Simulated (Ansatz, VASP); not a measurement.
# Mo in VASP and in Ansatz

```
CELL_PARAMETERS angstrom
-1.57100 1.57100 1.57100
1.57100 -1.57100 1.57100
1.57100 1.57100 -1.57100
ATOMIC_POSITIONS crystal
Mo 0.00000 0.00000 0.00000
```

Alike in both runs: task single point; functional LDA; k mesh 8 × 8 × 8; occupations gaussian, width 0.1 eV; no spin polarisation.

```csv
,VASP,Ansatz
version,VASP 6.6.1,Ansatz 0.2.0
potentials or method,"VASP PAW LDA potentials, release 64 (Mo_sv), cutoff 500 eV","scalar-relativistic, plane waves, PAW"
valence electrons in the cell,14,14
```

```tsv
	VASP	Ansatz	Ansatz less VASP
gap on the k mesh at the Fermi level (eV)	none	none	-
pressure (GPa)	-6.5	-7.6	-1.08
```

LDA's correlation is that of Perdew and Zunger in VASP and of Perdew and Wang (1992) in Ansatz. A gap of «none» marks a metal or a gap that the smearing closes.
